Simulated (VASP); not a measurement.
A run of VASP 6.6.1 is set up as follows.

INCAR

```
PREC     = Accurate       # precision mode
ENCUT    = 600            # plane-wave cutoff, eV
EDIFF    = 1E-6           # SCF threshold, eV
ISMEAR   = 0              # smearing method
SIGMA    = 0.1            # smearing width, eV
LREAL    = False          # projectors in reciprocal space
LASPH    = True           # aspherical terms in the spheres
NELM     = 80             # most SCF steps
ALGO     = Normal         # electronic algorithm
ISIF     = 3              # what is computed and relaxed
LWAVE    = False          # write WAVECAR
LCHARG   = False          # write CHGCAR
GGA      = PE             # functional
IBRION   = 2              # ionic algorithm
NSW      = 100            # ionic steps
EDIFFG   = -0.01          # ionic threshold
```

Contents of KPOINTS:

```
regular mesh
0
Gamma
  18 18 6
```

File POSCAR:

```
AlClF2
1.0
    3.0631015199      0.0000000000      0.0000000000
   -1.5315507600      2.6527237306      0.0000000000
    0.0000000000      0.0000000000     10.6192512590
Al Cl F
1 1 2
Direct
    0.0000000000      0.0000000000      0.5000000000
    0.0000000000      0.0000000000      0.0000000000
    0.0000000000      0.0000000000      0.3448264200
    0.0000000000      0.0000000000      0.6551735800
```

Potentials or basis: VASP PAW PBE potentials, release 64 (Al, Cl, F).

The run is started by

```sh
$ cat potpaw_PBE.64/Al/POTCAR potpaw_PBE.64/Cl/POTCAR potpaw_PBE.64/F/POTCAR > POTCAR
$ mpirun -np 1 vasp_std > vasp.out
```

Task: Predict the band gap on the k mesh.

Result: Zero (bands 12 and 13 overlap by 1.31 eV).

Task: Predict the space group after relaxing (to 0.1 Å).

Result: P6/mmm (No. 191).

Task: What does it give for the relaxed volume?

Result: 21.42 Å³/atom.

Task: What does it give for the relaxed cell?

Result: a = 3.050 Å, b = 3.050 Å, c = 10.635 Å, α = 90.00°, β = 90.00°, γ = 120.00°.

Final structure:
```
Al Cl F
1.0
     3.05011    0.00000    0.00000
    -1.52505    2.64147    0.00000
     0.00000    0.00000   10.63526
Al Cl F
1 1 2
Direct
  0.00000 0.00000 0.50000
  0.00000 0.00000 0.00000
  0.00000 0.00000 0.34455
  0.00000 0.00000 0.65545
```

Caveat: this functional lacks dispersion, which binds layers or chains, so the pressure and a relaxed spacing across them are unreliable.
